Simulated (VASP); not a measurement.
Wanted: the native input for a VASP 6.6.1 run.

```
Task                   : single point
Functional             : PBE
Potentials or basis    : VASP PAW PBE potentials, release 64 (Sn_d, O)
Cutoff                 : 520 eV
k mesh                 : 4 × 4 × 6
Occupations            : gaussian, width 0.05 eV
Spin                   : no spin polarisation
Dipole correction      : no
Further INCAR settings : ALGO = Normal; EDIFF = 1e-07; NBANDS = 35
```

The structure of SnO2 lies in POSCAR:

```
SnO2
1.0
    4.8287606559      0.0000000000      0.0000000000
    0.0000000000      4.8287606559      0.0000000000
    0.0000000000      0.0000000000      3.2368835377
Sn O
2 4
Direct
    0.0000000000      0.0000000000      0.0000000000
    0.5000000000      0.5000000000      0.5000000000
    0.3065877472      0.3065877472      0.0000000000
    0.8065877472      0.1934122528      0.5000000000
    0.1934122528      0.8065877472      0.5000000000
    0.6934122528      0.6934122528      0.0000000000
```

The input as run:

INCAR

```
PREC = Accurate ; ENCUT = 520
EDIFF = 1E-7 ; ISMEAR = 0
SIGMA = 0.05 ; LREAL = False
LASPH = True ; NELM = 100
ALGO = Normal ; ISIF = 2
LWAVE = False ; LCHARG = False
GGA = PE ; NBANDS = 35
```

KPOINTS

```
Automatic mesh
0
Gamma
  4 4 6
```

Potentials or basis: VASP PAW PBE potentials, release 64 (Sn_d, O).

The run is started by

```bash
$ cat potpaw_PBE.64/Sn_d/POTCAR potpaw_PBE.64/O/POTCAR > POTCAR
$ mpirun -np 1 vasp_std > vasp.out
```

Results of the run:

- Pressure: 0.6 GPa
- Largest force: 0.018 eV/Å
- Band gap on the k mesh: 0.67 eV, direct

Caveat: spin-orbit coupling is left out, which moves the levels of the heavy elements.

It took 110 s on 1 thread of AMD EPYC 7R13 Processor (Zen 3), on a shared host, peak memory 0.17 GiB.
